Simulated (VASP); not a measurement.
Set up this calculation in VASP 6.6.1, as the native input.

| Property | Result |
| --- | --- |
| Task | single point |
| Functional | PBEsol |
| Potentials or basis | VASP PAW PBE potentials, release 64 (In_d, As) |
| Cutoff | 520 eV |
| k mesh | 6 × 6 × 6 |
| Occupations | fermi-dirac, width 0.05 eV |
| Spin | no spin polarisation |
| Dipole correction | no |
| Further INCAR settings | ALGO = Normal; EDIFF = 1e-06; NBANDS = 30 |

The structure of In3As lies in POSCAR:

```
In3As
1.0
    4.5763138120      0.0000000000      0.0000000000
    0.0000000000      4.5763138120      0.0000000000
    0.0000000000      0.0000000000      4.5763138120
In As
3 1
Direct
    0.5000000000      0.5000000000      0.0000000000
    0.5000000000      0.0000000000      0.5000000000
    0.0000000000      0.5000000000      0.5000000000
    0.0000000000      0.0000000000      0.0000000000
```

One way to write it, as run:

INCAR

```
PREC = Accurate
ENCUT = 520
EDIFF = 1E-6
ISMEAR = -1
SIGMA = 0.05
LREAL = F
LASPH = T
NELM = 80
ALGO = Normal
ISIF = 2
LWAVE = F
LCHARG = F
GGA = PS
NBANDS = 30
```

KPOINTS

```
regular mesh
0
Gamma
  6 6 6
```

Potentials or basis: VASP PAW PBE potentials, release 64 (In_d, As).

The run is started by

```sh
$ cat potpaw_PBE.64/In_d/POTCAR potpaw_PBE.64/As/POTCAR > POTCAR
$ mpirun -np 1 vasp_std > vasp.out
```

Results of the run:

```json
{"Pressure": "0.4 GPa", "Band gap on the k mesh": "zero (band 22 reaches 7.77 eV, above the bottom of band 23 at 3.52 eV)"}
```

Caveat: the PAW data sets were made with another functional, which shifts forces and pressure a little; spin-orbit coupling is left out, which moves the levels of the heavy elements.

Run time: 26 s on 1 thread of Intel(R) Xeon(R) 6975P-C (Granite Rapids) (shared host), peak memory 0.21 GiB.
